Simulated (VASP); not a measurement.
Write the native input for VASP 6.6.1 that does the following.

- Task: single point
- Functional: PBE
- Potentials or basis: VASP PAW PBE potentials, release 64 (Bi_d)
- Cutoff: 520 eV
- k mesh: 12 × 12 × 12
- Occupations: gaussian, width 0.1 eV
- Spin: no spin polarisation
- Dipole correction: no
- Further INCAR settings: ALGO = Fast; EDIFF = 1e-07; NBANDS = 22

The structure of Bi lies in POSCAR:

```
Bi
1.0
    2.2325402841      1.2889577340      3.8243088000
   -2.2325402841      1.2889577340      3.8243088000
    0.0000000000     -2.5779154679      3.8243088000
Bi
2
Direct
    0.2423202816      0.2423202816      0.2423202816
    0.7576797184      0.7576797184      0.7576797184
```

This cell differs from its parent crystal: strained.

These files were run (other wordings do the same):

INCAR

```
SYSTEM = Bi
PREC = Accurate
ENCUT = 520
EDIFF = 1E-7
ISMEAR = 0
SIGMA = 0.1
LREAL = .FALSE.
LASPH = .TRUE.
NELM = 100
ALGO = Fast
ISIF = 2
LWAVE = .FALSE.
LCHARG = .FALSE.
GGA = PE
NBANDS = 22
```

KPOINTS

```
Automatic mesh
0
G
  12 12 12
  0 0 0
```

Potentials or basis: VASP PAW PBE potentials, release 64 (Bi_d).

Launch:

```bash
$ cat potpaw_PBE.64/Bi_d/POTCAR > POTCAR
$ mpirun -np 1 vasp_std > vasp.out
```

It gave:

| Quantity | Value |
| --- | --- |
| Pressure | 3.9 GPa |
| Largest force | 0.192 eV/Å |
| Band gap on the k mesh | zero (band 15 reaches 7.13 eV, above the bottom of band 16 at 6.83 eV) |

Caveat: the cell differs from its parent crystal (strained); spin-orbit coupling is left out, which moves the levels of the heavy elements.

Wall time 120 s on 1 thread of Intel(R) Xeon(R) 6975P-C (Granite Rapids) (shared host), peak memory 0.35 GiB.
